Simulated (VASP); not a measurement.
# Zn (Fmmm) in VASP: further runs

Zn is run at these levels: PBEsol; tasks: single point.

Program: VASP 6.6.1. These are calculated values, not measurements. Logs are shortened: lines on timing, memory, paths and dates and some standing lists are left out, and cuts for length are marked.

### Step 1. The cell of the first run

Symmetry: Fmmm, No. 69, orthorhombic system. Conventional cell: a = 3.138 Å, b = 4.349 Å, c = 4.527 Å, α = 90.00°, β = 90.00°, γ = 90.00°. Zn (site symmetry mmm) has 14 Zn at 2.68 to 3.14 Å within 3.5 Å.

### Step 2. Single point, PBEsol (strain -0.0400 x Voigt [0, 0, 0, 0, 0, 1])

INCAR reads:

```
PREC = Accurate ; ENCUT = 520
EDIFF = 1E-6 ; ISMEAR = 0
SIGMA = 0.15 ; LREAL = False
LASPH = True ; NELM = 80
ALGO = Fast ; ISIF = 2
LWAVE = False ; LCHARG = False
GGA = PS ; NBANDS = 12
```

KPOINTS reads:

```
Automatic mesh
0
Gamma
  22 22 22
```

POSCAR reads:

```
Zn
1.0
   -1.6004177400      1.6004177400      1.5690370000
    1.6004177400     -1.6004177400      1.5690370000
    1.5376562600      1.5376562600     -1.5690370000
Zn
1
Direct
    0.0000000000      0.0000000000      0.0000000000
```

Potentials or basis: VASP PAW PBE potentials, release 64 (Zn).

The run is started by

```bash
cat potpaw_PBE.64/Zn/POTCAR > POTCAR
mpirun -np 1 vasp_std > vasp.out
```

OUTCAR:

```text
PREC = Accurate
   ENCUT = 520
   EDIFF = 1E-6
   ISMEAR = 0
   LREAL = False
   LASPH = True
   NELM = 80
   ISIF = 2
   GGA = PS

 ion  position               nearest neighbor table
   1  0.000  0.000  0.000-

  LATTYP: Found a face centered orthorhombic cell.
 ALAT       =     3.1380740000
 B/A-ratio  =     1.3859292911
 C/A-ratio  =     1.4424978336

  Lattice vectors:

 A1 = (  -0.0627614800,   3.1380740000,   0.0000000000)
 A2 = (  -1.6004177400,   1.6004177400,   1.5690370000)
 A3 = (   1.5376562600,   1.5376562600,   1.5690370000)

Analysis of symmetry for initial positions (statically):
=====================================================================
 Subroutine PRICEL returns:
 Original cell was already a primitive cell.

 Routine SETGRP: Setting up the symmetry group for a
 face centered orthorhombic supercell.

 Subroutine GETGRP returns: Found  8 space group operations
 (whereof  8 operations were pure point group operations)
 out of a pool of  8 trial point group operations.

The static configuration has the point symmetry D_2h.

Analysis of symmetry for dynamics (positions and initial velocities):
=====================================================================
 Subroutine PRICEL returns:
 Original cell was already a primitive cell.

 Routine SETGRP: Setting up the symmetry group for a
 face centered orthorhombic supercell.

 Subroutine GETGRP returns: Found  8 space group operations
 (whereof  8 operations were pure point group operations)
 out of a pool of  8 trial point group operations.

The dynamic configuration has the point symmetry D_2h.

 Subroutine INISYM returns: Found  8 space group operations
 (whereof  8 operations are pure point group operations),
 and found     1 'primitive' translations

----------------------------------------------------------------------------------------

                                     Primitive cell

  volume of cell :      15.4449

  direct lattice vectors                    reciprocal lattice vectors
    -1.600417740  1.600417740  1.569037000     0.006375886  0.318794318  0.318666800
     1.600417740 -1.600417740  1.569037000     0.318794318  0.006375886  0.318666800
     1.537656260  1.537656260 -1.569037000     0.325170204  0.325170204  0.000000000

  length of vectors
     2.754006353  2.754006353  2.681538860     0.450798179  0.450798179  0.459860113

  position of ions in fractional coordinates (direct lattice)
     0.000000000  0.000000000  0.000000000

  ion indices of the primitive-cell ions
   primitive index   ion index
                 1           1

----------------------------------------------------------------------------------------

 KPOINTS: Automatic mesh

Automatic generation of k-mesh.
 Grid dimensions read from file:
 generate k-points for:   22   22   22

 Generating k-lattice:

  Cartesian coordinates                     Fractional coordinates (reciprocal lattice)
     0.000289813  0.014490651  0.014484855     0.045454545 -0.000000000  0.000000000
     0.014490651  0.000289813  0.014484855    -0.000000000  0.045454545  0.000000000
     0.014780464  0.014780464  0.000000000     0.000000000  0.000000000  0.045454545

  Length of vectors
     0.020490826  0.020490826  0.020902732

  Shift w.r.t. Gamma in fractional coordinates (k-lattice)
     0.000000000  0.000000000  0.000000000

 Subroutine IBZKPT returns following result:
 ===========================================

 Found   1530 irreducible k-points:

 Following reciprocal coordinates:
            Coordinates               Weight
  0.000000  0.000000  0.000000      1.000000
  0.045455  0.000000  0.000000      8.000000
  0.090909  0.000000  0.000000      8.000000
  0.136364  0.000000 -0.000000      8.000000
  0.181818  0.000000 -0.000000      8.000000
  0.227273  0.000000  0.000000      8.000000
[... 16 lines left out ...]
  0.500000  0.045455  0.000000      8.000000
 -0.454545  0.045455  0.000000      8.000000
 [... further k-points ...]
   k-points           NKPTS =   1530   k-points in BZ     NKDIM =   1530   number of bands    NBANDS=     12
   number of dos      NEDOS =    301   number of ions     NIONS =      1
   total plane-waves  NPLWV =   8000
   dimension x,y,z NGX =    20 NGY =   20 NGZ =   20
   dimension x,y,z NGXF=    40 NGYF=   40 NGZF=   40
   ions per type =               1
   NGX,Y,Z   is equivalent  to a cutoff of  12.07, 12.07, 12.40 a.u.
   NGXF,Y,Z  is equivalent  to a cutoff of  24.15, 24.15, 24.80 a.u.
 SYSTEM =  unknown system
   PREC   = accura    normal or accurate (medium, high low for compatibility)
   ISTART =      0    job   : 0-new  1-cont  2-samecut
   ICHARG =      2    charge: 1-file 2-atom 10-const
   ISPIN  =      1    spin polarized calculation?
   LNONCOLLINEAR =      F non collinear calculations
   LSORBIT =      F    spin-orbit coupling
   LASPH  =      T    aspherical Exc in radial PAW
   ENCUT  =  520.0 eV  38.22 Ry    6.18 a.u.   5.12  5.12  4.99*2*pi/ulx,y,z
   NELM   =     80;   NELMIN=  2; NELMDL= -5     # of ELM steps
   EDIFF  = 0.1E-05   stopping-criterion for ELM
   LREAL  =      F    real-space projection
   EDIFFG = 0.1E-04   stopping-criterion for IOM
   NSW    =      0    number of steps for IOM
   IBRION =     -1    ionic relax: 0-MD 1-quasi-New 2-CG
   NFREE  =      0    steps in history (QN), initial steepest desc. (CG)
   ISIF   =      2    stress and relaxation
   ISYM   =      2    0-nonsym 1-usesym 2-fastsym
   POTIM  = 0.5000    time-step for ionic-motion
   TEBEG  =    0.0;   TEEND  =   0.0 temperature during run
   PSTRESS=    0.0 pullay stress
   NELECT =      12.0000    total number of electrons
   NUPDOWN=      -1.0000    fix difference up-down
   EMIN   =  10.00;   EMAX   =-10.00  energy-range for DOS
   EFERMI =   0.00;   METHOD = LEGACY
   ISMEAR =     0;   SIGMA  =   0.15  broadening in eV -4-tet -1-fermi 0-gaus
   EFERMI_NEDOS =   21; number of points for ismear=-14 and -15
   IALGO  =     68    algorithm
   IMIX   =      4    mixing-type and parameters
     AMIX     =   0.40;   BMIX     =  1.00
     AMIX_MAG =   1.60;   BMIX_MAG =  1.00
  volume/ion in A,a.u.               =      15.44       104.23
  Fermi-wavevector in a.u.,A,eV,Ry     =   1.505012  2.844060 30.818030  2.265061
  Thomas-Fermi vector in A             =   2.615917
   LORBIT       =      0    0 simple, 1 ext, 2 COOP (PROOUT), +10 PAW based schemes
   GGA     = PS    functional components
   LHFCALC =     F    Hartree Fock is set to
   AEXX    =    0.0000 exact exchange contribution
   IVDW    =     0    specifies the selected vdW correction
   LEPSILON=     F    determine dielectric tensor
   LRPA    =     F    only Hartree local field effects (RPA)
 non-spin polarized calculation
 RMM-DIIS sequential band-by-band and
 Gauss-broadening in eV      SIGMA  =   0.15
  energy-cutoff  :      520.00
  volume of cell :       15.44
 maximum number of plane-waves:       432
   NGX = 11   NGY = 11   NGZ =  9

 number of electron      12.0000015 magnetization

 Free energy of the ion-electron system (eV)
  ---------------------------------------------------
  ext. energy  EPLUGINS =         0.00000000
  ---------------------------------------------------
  free energy    TOTEN  =        -1.47683252 eV

  energy without entropy =       -1.47304995  energy(sigma->0) =       -1.47494124

 E-fermi :   2.9331     XC(G=0): -11.6316

 val. band max:        2.9299907946   @ k =  -0.4545   0.5000   0.1818
 cond. band min:       2.9336512615   @ k =   0.4545   0.3636   0.0455
 fundamental gap:      0.0036604669
 Fermi energy:         2.9330608584

 k-point     1 :       0.0000    0.0000    0.0000
  band No.  band energies     occupation
      1      -7.4363      2.00000
      2      -4.8719      2.00000
      3      -4.8106      2.00000
      4      -4.7423      2.00000
      5      -4.3019      2.00000
      6      -4.2974      2.00000
      7      21.0355      0.00000
      8      21.8620      0.00000
      9      22.2336      0.00000
     10      23.3967      0.00000
     11      23.6566      0.00000
     12      24.4090      0.00000

 k-point     2 :       0.0455    0.0000    0.0000
  band No.  band energies     occupation
      1      -7.3709      2.00000
      2      -4.8688      2.00000
      3      -4.8059      2.00000
      4      -4.7393      2.00000
      5      -4.3072      2.00000
      6      -4.2979      2.00000
      7      20.5717      0.00000
      8      20.9880      0.00000
      9      21.7916      0.00000
     10      22.6084      0.00000
     11      23.3047      0.00000
     12      23.8455      0.00000

 k-point     3 :       0.0909    0.0000    0.0000
  band No.  band energies     occupation
      1      -7.1766      2.00000
      2      -4.8675      2.00000
      3      -4.7951      2.00000
      4      -4.7191      2.00000
      5      -4.3229      2.00000
      6      -4.2975      2.00000
      7      18.7289      0.00000
      8      19.7600      0.00000
      9      21.0141      0.00000
     10      21.7757      0.00000
     11      22.8527      0.00000
     12      23.4673      0.00000
[... 286 lines left out ...]
 k-point    23 :       0.5000    0.0455    0.0000
  band No.  band energies     occupation
      1      -5.4364      2.00000
      2      -5.1033      2.00000
      3      -4.3296      2.00000
      4      -4.2805      2.00000
      5      -3.9968      2.00000
      6       0.0523      2.00000
      7       2.2694      2.00000
      8      13.2608      0.00000
      9      15.6019      0.00000
     10      18.8203      0.00000
     11      20.1215      0.00000
     12      29.6195      0.00000

 k-point    24 :      -0.4545    0.0455    0.0000
  band No.  band energies     occupation
      1      -5.4259      2.00000
      2      -5.0913      2.00000
      3      -4.3364      2.00000
      4      -4.2811      2.00000
      5      -4.0351      2.00000
      6      -1.0626      2.00000
      7       3.6457      0.00000
      8      13.3833      0.00000
      9      15.7234      0.00000
     10      18.9639      0.00000
     11      20.2092      0.00000
     12      28.5532      0.00000

 [... further k-points ...]

------------------------ aborting loop because EDIFF is reached ----------------------------------------

  FORCE on cell =-STRESS in cart. coord.  units (eV):
  Direction    XX          YY          ZZ          XY          YZ          ZX
  --------------------------------------------------------------------------------------
  -------------------------------------------------------------------------------------
  Total       -0.4469389     -0.4469389     -0.4685096      0.0128655     -0.0000000      0.0000000
  in kB      -46.3631464    -46.3631464    -48.6007863      1.3346038     -0.0000000      0.0000000
  external PRESSURE =     -47.1090264 kB  Pullay stress =       0.0000000 kB

 VOLUME and BASIS-vectors are now :
 -----------------------------------------------------------------------------
  energy-cutoff  :      520.00
  volume of cell :       15.44
      direct lattice vectors                 reciprocal lattice vectors
    -1.600417740  1.600417740  1.569037000     0.006375886  0.318794318  0.318666800
     1.600417740 -1.600417740  1.569037000     0.318794318  0.006375886  0.318666800
     1.537656260  1.537656260 -1.569037000     0.325170204  0.325170204  0.000000000

 POSITION                                       TOTAL-FORCE (eV/Angst)
 -----------------------------------------------------------------------------------
      0.00000      0.00000      0.00000         0.000000      0.000000      0.000000
 -----------------------------------------------------------------------------------
    total drift:                                0.000000     -0.000000      0.000000

  FREE ENERGIE OF THE ION-ELECTRON SYSTEM (eV)
  ---------------------------------------------------
  free  energy   TOTEN  =        -1.4768325210 eV

  energy  without entropy=       -1.4730499542  energy(sigma->0) =       -1.47494124
```

It took 2.2 min on 1 thread of Intel Xeon 6975P-C, shared host; peak memory 0.36 GiB.

Results:

* Free energy: -1.4768 eV
* Pressure: -4.7 GPa
* Band gap on the k mesh: zero (band 6 reaches 6.93 eV, above the bottom of band 7 at 1.51 eV)

Levels at points of the mesh, in eV from the Fermi level:
| k point | band 2 | band 3 | band 4 | band 5 | band 6 | band 7 | band 8 | band 9 | band 10 | band 11 |
| --- | --- | --- | --- | --- | --- | --- | --- | --- | --- | --- |
| (0.00, 0.00, 0.00) | -7.80 | -7.74 | -7.68 | -7.23 | -7.23 | 18.10 | 18.93 | 19.30 | 20.46 | 20.72 |
| (0.50, 0.00, 0.00) | -8.04 | -7.26 | -7.20 | -6.91 | -2.67 | -1.01 | 11.01 | 12.89 | 15.04 | 16.91 |
| (0.50, 0.50, 0.00) | -8.08 | -7.24 | -7.17 | -6.93 | -2.88 | -1.43 | 11.63 | 12.87 | 15.50 | 17.03 |
| (0.00, 0.00, 0.50) | -8.01 | -7.28 | -7.24 | -6.87 | -2.45 | -0.59 | 10.83 | 12.41 | 14.99 | 16.32 |
| (0.50, 0.50, 0.50) | -8.29 | -7.03 | -6.98 | -6.93 | 3.99 | 4.14 | 4.33 | 7.43 | 8.53 | 8.55 |

Caveat: the cell differs from its parent crystal (strain -0.0400 x Voigt [0, 0, 0, 0, 0, 1]); the PAW data sets were made with another functional, which shifts forces and pressure a little.

[end of part 1 of 2]
